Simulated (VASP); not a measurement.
# C (Fd-3m) in VASP: further runs

Runs on C. Level: PBE. Tasks: single point, relaxation of cell and atoms.

Program: VASP 6.6.1. These are calculated values, not measurements. Logs are shortened: lines on timing, memory, paths and dates and some standing lists are left out, and cuts for length are marked.

## 1. The cell of the first run

Symmetry: Fd-3m, No. 227, cubic system. The conventional cell has a = 3.571 Å, b = 3.571 Å, c = 3.571 Å, α = 90.00°, β = 90.00°, γ = 90.00°. Within 2.1 Å of C (site symmetry -43m) lie 4 C at 1.55 Å.

## 2. Single point, PBE

INCAR

```
PREC = Accurate
ENCUT = 520
EDIFF = 1E-7
ISMEAR = 0
SIGMA = 0.02
LREAL = F
LASPH = T
NELM = 100
ALGO = Normal
ISIF = 2
LWAVE = F
LCHARG = T
GGA = PE
LELF = T
LVHAR = T
NBANDS = 11
```

KPOINTS

```
regular mesh
0
Gamma
  12 12 12
```

POSCAR

```
C
1.0
    0.0000000000      1.7857375342      1.7857375342
    1.7857375342      0.0000000000      1.7857375342
    1.7857375342      1.7857375342      0.0000000000
C
2
Direct
    0.5000000000      0.5000000000      0.5000000000
    0.7500000000      0.7500000000      0.7500000000
```

Potentials or basis: VASP PAW PBE potentials, release 64 (C).

Run with:

```
cat potpaw_PBE.64/C/POTCAR > POTCAR
mpirun -np 1 vasp_std > vasp.out
```

OUTCAR:

```text
PREC = Accurate
   ENCUT = 520
   EDIFF = 1E-7
   ISMEAR = 0
   LREAL = F
   LASPH = T
   NELM = 100
   ISIF = 2
   GGA = PE

 ion  position               nearest neighbor table
   1  0.500  0.500  0.500-   2 1.55   2 1.55   2 1.55   2 1.55
   2  0.750  0.750  0.750-   1 1.55   1 1.55   1 1.55   1 1.55

  LATTYP: Found a face centered cubic cell.
 ALAT       =     3.5714750684

  Lattice vectors:

 A1 = (   0.0000000000,   1.7857375342,   1.7857375342)
 A2 = (   1.7857375342,   0.0000000000,   1.7857375342)
 A3 = (   1.7857375342,   1.7857375342,   0.0000000000)

Analysis of symmetry for initial positions (statically):
=====================================================================
 Subroutine PRICEL returns:
 Original cell was already a primitive cell.

 Routine SETGRP: Setting up the symmetry group for a
 face centered cubic supercell.

 Subroutine GETGRP returns: Found 48 space group operations
 (whereof 24 operations were pure point group operations)
 out of a pool of 48 trial point group operations.

The static configuration has the point symmetry T_d .
 The point group associated with its full space group is O_h .

Analysis of symmetry for dynamics (positions and initial velocities):
=====================================================================
 Subroutine PRICEL returns:
 Original cell was already a primitive cell.

 Routine SETGRP: Setting up the symmetry group for a
 face centered cubic supercell.

 Subroutine GETGRP returns: Found 48 space group operations
 (whereof 24 operations were pure point group operations)
 out of a pool of 48 trial point group operations.

The dynamic configuration has the point symmetry T_d .
 The point group associated with its full space group is O_h .

 Subroutine INISYM returns: Found 48 space group operations
 (whereof 24 operations are pure point group operations),
 and found     1 'primitive' translations

----------------------------------------------------------------------------------------

                                     Primitive cell

  volume of cell :      11.3889

  direct lattice vectors                    reciprocal lattice vectors
     0.000000000  1.785737534  1.785737534    -0.279996355  0.279996355  0.279996355
     1.785737534  0.000000000  1.785737534     0.279996355 -0.279996355  0.279996355
     1.785737534  1.785737534  0.000000000     0.279996355  0.279996355 -0.279996355

  length of vectors
     2.525414240  2.525414240  2.525414240     0.484967912  0.484967912  0.484967912

  position of ions in fractional coordinates (direct lattice)
     0.500000000  0.500000000  0.500000000
     0.750000000  0.750000000  0.750000000

  ion indices of the primitive-cell ions
   primitive index   ion index
                 1           1
                 2           2

----------------------------------------------------------------------------------------

 KPOINTS: regular mesh

Automatic generation of k-mesh.
 Grid dimensions read from file:
 generate k-points for:   12   12   12

 Generating k-lattice:

  Cartesian coordinates                     Fractional coordinates (reciprocal lattice)
    -0.023333030  0.023333030  0.023333030     0.083333333  0.000000000  0.000000000
     0.023333030 -0.023333030  0.023333030     0.000000000  0.083333333  0.000000000
     0.023333030  0.023333030 -0.023333030     0.000000000  0.000000000  0.083333333

  Length of vectors
     0.040413993  0.040413993  0.040413993

  Shift w.r.t. Gamma in fractional coordinates (k-lattice)
     0.000000000  0.000000000  0.000000000

 Subroutine IBZKPT returns following result:
 ===========================================

 Found     72 irreducible k-points:

 Following reciprocal coordinates:
            Coordinates               Weight
  0.000000  0.000000  0.000000      1.000000
  0.083333  0.000000  0.000000      8.000000
  0.166667  0.000000  0.000000      8.000000
  0.250000  0.000000  0.000000      8.000000
  0.333333  0.000000  0.000000      8.000000
  0.416667  0.000000  0.000000      8.000000
[... 16 lines left out ...]
  0.500000  0.166667  0.000000     24.000000
 -0.416667  0.166667  0.000000     24.000000
 [... further k-points ...]
   k-points           NKPTS =     72   k-points in BZ     NKDIM =     72   number of bands    NBANDS=     11
   number of dos      NEDOS =    301   number of ions     NIONS =      2
   total plane-waves  NPLWV =   8000
   dimension x,y,z NGX =    20 NGY =   20 NGZ =   20
   dimension x,y,z NGXF=    40 NGYF=   40 NGZF=   40
   ions per type =               2
   NGX,Y,Z   is equivalent  to a cutoff of  13.17, 13.17, 13.17 a.u.
   NGXF,Y,Z  is equivalent  to a cutoff of  26.33, 26.33, 26.33 a.u.
 SYSTEM =  unknown system
   PREC   = accura    normal or accurate (medium, high low for compatibility)
   ISTART =      0    job   : 0-new  1-cont  2-samecut
   ICHARG =      2    charge: 1-file 2-atom 10-const
   ISPIN  =      1    spin polarized calculation?
   LNONCOLLINEAR =      F non collinear calculations
   LSORBIT =      F    spin-orbit coupling
   LASPH  =      T    aspherical Exc in radial PAW
   ENCUT  =  520.0 eV  38.22 Ry    6.18 a.u.   4.70  4.70  4.70*2*pi/ulx,y,z
   NELM   =    100;   NELMIN=  2; NELMDL= -5     # of ELM steps
   EDIFF  = 0.1E-06   stopping-criterion for ELM
   LREAL  =      F    real-space projection
   EDIFFG = 0.1E-05   stopping-criterion for IOM
   NSW    =      0    number of steps for IOM
   IBRION =     -1    ionic relax: 0-MD 1-quasi-New 2-CG
   NFREE  =      0    steps in history (QN), initial steepest desc. (CG)
   ISIF   =      2    stress and relaxation
   ISYM   =      2    0-nonsym 1-usesym 2-fastsym
   POTIM  = 0.5000    time-step for ionic-motion
   TEBEG  =    0.0;   TEEND  =   0.0 temperature during run
   PSTRESS=    0.0 pullay stress
   NELECT =       8.0000    total number of electrons
   NUPDOWN=      -1.0000    fix difference up-down
   EMIN   =  10.00;   EMAX   =-10.00  energy-range for DOS
   EFERMI =   0.00;   METHOD = LEGACY
   ISMEAR =     0;   SIGMA  =   0.02  broadening in eV -4-tet -1-fermi 0-gaus
   EFERMI_NEDOS =   21; number of points for ismear=-14 and -15
   IALGO  =     38    algorithm
   IMIX   =      4    mixing-type and parameters
     AMIX     =   0.40;   BMIX     =  1.00
     AMIX_MAG =   1.60;   BMIX_MAG =  1.00
  volume/ion in A,a.u.               =       5.69        38.43
  Fermi-wavevector in a.u.,A,eV,Ry     =   1.455271  2.750063 28.814603  2.117814
  Thomas-Fermi vector in A             =   2.572325
   LORBIT       =      0    0 simple, 1 ext, 2 COOP (PROOUT), +10 PAW based schemes
   GGA     = PE    functional components
   LHFCALC =     F    Hartree Fock is set to
   AEXX    =    0.0000 exact exchange contribution
   IVDW    =     0    specifies the selected vdW correction
   LEPSILON=     F    determine dielectric tensor
   LRPA    =     F    only Hartree local field effects (RPA)
 non-spin polarized calculation
 Gauss-broadening in eV      SIGMA  =   0.02
  energy-cutoff  :      520.00
  volume of cell :       11.39
 maximum number of plane-waves:       331
   NGX =  9   NGY =  9   NGZ =  9

 number of electron       7.9999999 magnetization

 Free energy of the ion-electron system (eV)
  ---------------------------------------------------
  ext. energy  EPLUGINS =         0.00000000
  ---------------------------------------------------
  free energy    TOTEN  =       -18.18576166 eV

  energy without entropy =      -18.18576166  energy(sigma->0) =      -18.18576166

 E-fermi :   9.7760     XC(G=0): -13.2309

 val. band max:        9.6724153273   @ k =   0.0000   0.0000   0.0000
 cond. band min:      13.8165258183   @ k =   0.3333   0.3333   0.0000
 fundamental gap:      4.1441104911
 Fermi energy:         9.7760163000

 k-point     1 :       0.0000    0.0000    0.0000
  band No.  band energies     occupation
      1     -11.7513      2.00000
      2       9.6724      2.00000
      3       9.6724      2.00000
      4       9.6724      2.00000
      5      15.2515      0.00000
      6      15.2515      0.00000
      7      15.2515      0.00000
      8      22.9133      0.00000
      9      28.9155      0.00000
     10      36.1633      0.00000
     11      36.1633      0.00000

 k-point     2 :       0.0833    0.0000    0.0000
  band No.  band energies     occupation
      1     -11.5595      2.00000
      2       8.4503      2.00000
      3       9.3514      2.00000
      4       9.3514      2.00000
      5      15.6725      0.00000
      6      15.6725      0.00000
      7      15.9617      0.00000
      8      23.0816      0.00000
      9      29.2356      0.00000
     10      34.0453      0.00000
     11      34.0453      0.00000

 k-point     3 :       0.1667    0.0000    0.0000
  band No.  band energies     occupation
      1     -10.9864      2.00000
      2       5.9274      2.00000
      3       8.6537      2.00000
      4       8.6537      2.00000
      5      16.5882      0.00000
      6      16.5882      0.00000
      7      17.0407      0.00000
      8      23.5653      0.00000
      9      29.9048      0.00000
     10      32.4539      0.00000
     11      32.4539      0.00000

 k-point     4 :       0.2500    0.0000    0.0000
  band No.  band energies     occupation
      1     -10.0405      2.00000
      2       3.1003      2.00000
      3       7.9337      2.00000
      4       7.9337      2.00000
      5      17.4430      0.00000
      6      17.4430      0.00000
      7      17.7810      0.00000
      8      24.2446      0.00000
      9      30.3329      0.00000
     10      32.0370      0.00000
     11      32.0370      0.00000

 k-point     5 :       0.3333    0.0000    0.0000
  band No.  band energies     occupation
      1      -8.7436      2.00000
      2       0.3296      2.00000
      3       7.3620      2.00000
      4       7.3620      2.00000
      5      17.9306      0.00000
      6      17.9306      0.00000
      7      18.1963      0.00000
      8      24.8737      0.00000
      9      30.5669      0.00000
     10      32.8621      0.00000
     11      32.8621      0.00000
[... 211 lines left out ...]
 k-point    21 :       0.3333    0.1667    0.0000
  band No.  band energies     occupation
      1      -8.9798      2.00000
      2       2.4705      2.00000
      3       5.8534      2.00000
      4       6.2559      2.00000
      5      15.6726      0.00000
      6      20.4134      0.00000
      7      20.4985      0.00000
      8      21.4217      0.00000
      9      30.5168      0.00000
     10      31.3096      0.00000
     11      36.6615      0.00000

 k-point    22 :       0.4167    0.1667    0.0000
  band No.  band energies     occupation
      1      -7.5912      2.00000
      2      -0.0735      2.00000
      3       5.4145      2.00000
      4       5.6354      2.00000
      5      16.3339      0.00000
      6      20.6341      0.00000
      7      20.7367      0.00000
      8      22.3270      0.00000
      9      30.6983      0.00000
     10      32.0586      0.00000
     11      37.0231      0.00000

 k-point    23 :       0.5000    0.1667    0.0000
  band No.  band energies     occupation
      1      -6.0167      2.00000
      2      -2.3036      2.00000
      3       4.6997      2.00000
      4       5.7220      2.00000
      5      16.7555      0.00000
      6      20.3659      0.00000
      7      20.8489      0.00000
      8      23.9205      0.00000
      9      29.7671      0.00000
     10      33.4188      0.00000
     11      36.2100      0.00000

 k-point    24 :      -0.4167    0.1667    0.0000
  band No.  band energies     occupation
      1      -5.5902      2.00000
      2      -2.8160      2.00000
      3       4.2153      2.00000
      4       6.0987      2.00000
      5      17.1914      0.00000
      6      19.8780      0.00000
      7      20.8267      0.00000
      8      25.0668      0.00000
      9      29.0761      0.00000
     10      33.8161      0.00000
     11      34.1726      0.00000

 [... further k-points ...]
[... 5 lines left out ...]
  --------------------------------------------------------------------------------------
  -------------------------------------------------------------------------------------
  Total        0.0501165      0.0501165      0.0501165     -0.0000000      0.0000000     -0.0000000
  in kB        7.0503203      7.0503203      7.0503203     -0.0000000      0.0000000     -0.0000000
  external PRESSURE =       7.0503203 kB  Pullay stress =       0.0000000 kB

 VOLUME and BASIS-vectors are now :
 -----------------------------------------------------------------------------
  energy-cutoff  :      520.00
  volume of cell :       11.39
      direct lattice vectors                 reciprocal lattice vectors
     0.000000000  1.785737534  1.785737534    -0.279996355  0.279996355  0.279996355
     1.785737534  0.000000000  1.785737534     0.279996355 -0.279996355  0.279996355
     1.785737534  1.785737534  0.000000000     0.279996355  0.279996355 -0.279996355

 POSITION                                       TOTAL-FORCE (eV/Angst)
 -----------------------------------------------------------------------------------
      1.78574      1.78574      1.78574         0.000000      0.000000      0.000000
      2.67861      2.67861      2.67861        -0.000000     -0.000000     -0.000000
 -----------------------------------------------------------------------------------
    total drift:                                0.000000     -0.000000      0.000000

  FREE ENERGIE OF THE ION-ELECTRON SYSTEM (eV)
  ---------------------------------------------------
  free  energy   TOTEN  =       -18.1857616625 eV

  energy  without entropy=      -18.1857616625  energy(sigma->0) =      -18.18576166
```

Run time: 3.9 s. Hardware: 1 thread of Intel Xeon 6975P-C (Granite Rapids), shared host; peak memory 0.12 GiB.

What came out:

| Property | Result |
| --- | --- |
| Free energy | -18.1858 eV |
| Pressure | 0.7 GPa |
| Band gap on the k mesh | 4.14 eV, indirect (least direct gap 5.58 eV) |

A k mesh can miss the band edges. Expect the measured gap to be larger: semilocal functionals such as PBE lack the derivative discontinuity.

## 3. Relaxation of cell and atoms, PBE

This run uses another cell than the first one, of 5.67 Å³/atom, 0.996 times its volume.

INCAR

```
PREC = Accurate ; ENCUT = 600
EDIFF = 1E-6 ; ISMEAR = 0
SIGMA = 0.02 ; LREAL = F
LASPH = T ; NELM = 60
ALGO = Normal ; ISIF = 3
LWAVE = F ; LCHARG = F
GGA = PE ; IBRION = 2
NSW = 100 ; EDIFFG = -0.005
```

KPOINTS is that of step 2.

POSCAR

```
C
1.0
    0.0000000000      1.7834000000      1.7834000000
    1.7834000000      0.0000000000      1.7834000000
    1.7834000000      1.7834000000      0.0000000000
C
2
Direct
    0.5000000000      0.5000000000      0.5000000000
    0.7500000000      0.7500000000      0.7500000000
```

Potentials or basis: VASP PAW PBE potentials, release 64 (C).

Run with:

```
cat potpaw_PBE.64/C/POTCAR > POTCAR
mpirun -np 1 vasp_std > vasp.out
```

OUTCAR:

```text
PREC = Accurate
   ENCUT = 600
   EDIFF = 1E-6
   ISMEAR = 0
   LREAL = F
   LASPH = T
   NELM = 60
   ISIF = 3
   GGA = PE
   IBRION = 2
   NSW = 100
   EDIFFG = -0.005

 ion  position               nearest neighbor table
   1  0.500  0.500  0.500-   2 1.54   2 1.54   2 1.54   2 1.54
   2  0.750  0.750  0.750-   1 1.54   1 1.54   1 1.54   1 1.54

  LATTYP: Found a face centered cubic cell.
 ALAT       =     3.5668000000

  Lattice vectors:

 A1 = (   0.0000000000,   1.7834000000,   1.7834000000)
 A2 = (   1.7834000000,   0.0000000000,   1.7834000000)
 A3 = (   1.7834000000,   1.7834000000,   0.0000000000)

Analysis of symmetry for initial positions (statically):
=====================================================================
 Subroutine PRICEL returns:
 Original cell was already a primitive cell.

 Routine SETGRP: Setting up the symmetry group for a
 face centered cubic supercell.

 Subroutine GETGRP returns: Found 48 space group operations
 (whereof 24 operations were pure point group operations)
 out of a pool of 48 trial point group operations.

The static configuration has the point symmetry T_d .
 The point group associated with its full space group is O_h .
[... 170 lines left out ...]
  -------------------------------------------------------------------------------------
  Total        0.1243200      0.1243200      0.1243200      0.0000000     -0.0000000      0.0000000
  in kB       17.5580082     17.5580082     17.5580082      0.0000000     -0.0000000      0.0000000
  external PRESSURE =      17.5580082 kB  Pullay stress =       0.0000000 kB
[... 59 lines left out ...]
--------------------------------------- Ionic step        3  -------------------------------------------

 number of electron       7.9999999 magnetization

 Free energy of the ion-electron system (eV)
  ---------------------------------------------------
  ext. energy  EPLUGINS =         0.00000000
  ---------------------------------------------------
  free energy    TOTEN  =       -18.19034449 eV

  energy without entropy =      -18.19034449  energy(sigma->0) =      -18.19034449

 E-fermi :   9.8525     XC(G=0): -13.2301

 val. band max:        9.6694131245   @ k =   0.0000   0.0000   0.0000
 cond. band min:      13.8136702275   @ k =   0.3333   0.3333   0.0000
 fundamental gap:      4.1442571030
 Fermi energy:         9.8525070929

 k-point     1 :       0.0000    0.0000    0.0000
  band No.  band energies     occupation
      1     -11.7521      2.00000
      2       9.6694      2.00000
      3       9.6694      2.00000
      4       9.6694      2.00000
      5      15.2484      0.00000
      6      15.2484      0.00000
      7      15.2484      0.00000
      8      22.9072      0.00000
[... 243 lines left out ...]
 k-point    24 :      -0.4167    0.1667    0.0000
  band No.  band energies     occupation
      1      -5.5930      2.00000
      2      -2.8188      2.00000
      3       4.2125      2.00000
      4       6.0958      2.00000
      5      17.1883      0.00000
      6      19.8729      0.00000
      7      20.8212      0.00000
      8      25.0585      0.00000

 [... further k-points ...]
[... 5 lines left out ...]
  --------------------------------------------------------------------------------------
  -------------------------------------------------------------------------------------
  Total        0.0000010      0.0000010      0.0000010      0.0000000      0.0000000     -0.0000000
  in kB        0.0001415      0.0001415      0.0001415      0.0000000      0.0000000     -0.0000000
  external PRESSURE =       0.0001415 kB  Pullay stress =       0.0000000 kB
[... 17 lines left out ...]
  FREE ENERGIE OF THE ION-ELECTRON SYSTEM (eV)
  ---------------------------------------------------
  free  energy   TOTEN  =       -18.1903444871 eV

  energy  without entropy=      -18.1903444871  energy(sigma->0) =      -18.19034449

 reached required accuracy - stopping structural energy minimisation
```

OSZICAR:

```text
N       E                     dE             d eps       ncg     rms          rms(c)
DAV:   1     0.196681788635E+01    0.19668E+01   -0.55062E+03  1240   0.108E+03
DAV:   2    -0.187013184690E+02   -0.20668E+02   -0.19319E+02  1880   0.122E+02
DAV:   3    -0.188274214652E+02   -0.12610E+00   -0.12610E+00  1224   0.122E+01
[... 15 lines left out ...]
       N       E                     dE             d eps       ncg     rms          rms(c)
DAV:   1    -0.181904539340E+02   -0.48632E-03   -0.75478E-03  1368   0.903E-01    0.786E-02
DAV:   2    -0.181903749930E+02    0.78941E-04   -0.64260E-05  1248   0.792E-02    0.409E-02
DAV:   3    -0.181903444435E+02    0.30549E-04   -0.65168E-05  1272   0.642E-02    0.639E-03
DAV:   4    -0.181903444871E+02   -0.43638E-07   -0.12525E-07   872   0.500E-03
   3 F= -.18190344E+02 E0= -.18190344E+02  d E =-.248179E-03
```

Wall time 5.3 s (1 thread of Intel Xeon 6975P-C (Granite Rapids), shared host); peak memory 0.11 GiB.

What came out:

```yaml
Free_energy: -18.1903 eV
Relaxed_volume: 5.70 Å³/atom
Relaxed_cell: a = 2.526 Å, b = 2.526 Å, c = 2.526 Å, α = 60.00°, β = 60.00°, γ = 60.00°
Space_group_after_relaxing_to_0.05_Å: Fd-3m (No. 227)
Energy_gained_by_relaxing: 0.1 meV/atom
Ionic_steps: 3
Pressure_after_relaxing: 0.0 GPa
Band_gap_on_the_k_mesh: 4.14 eV, indirect (least direct gap 5.58 eV)
```

The path:
| step | energy change (eV) | largest force (eV/Å) | pressure (GPa) | volume (Å³) |
| --- | --- | --- | --- | --- |
| 1 | 0.0000 | 0.0000 | 1.76 | 11.34 |
| 2 | 0.0001 | 0.0000 | -2.13 | 11.45 |
| 3 | -0.0002 | 0.0000 | 0.00 | 11.39 |

Final structure:
```cif
data_structure
_symmetry_space_group_name_H-M 'P 1'
_symmetry_Int_Tables_number 1
_cell_length_a 2.5255
_cell_length_b 2.5255
_cell_length_c 2.5255
_cell_angle_alpha 60.000
_cell_angle_beta 60.000
_cell_angle_gamma 60.000
_cell_volume 11.39
loop_
_atom_site_label
_atom_site_type_symbol
_atom_site_fract_x
_atom_site_fract_y
_atom_site_fract_z
_atom_site_occupancy
C1 C 0.50000 0.50000 0.50000 1
C2 C 0.75000 0.75000 0.75000 1
```

A k mesh can miss the band edges. PBE usually gives volumes a little too large and moduli too small.
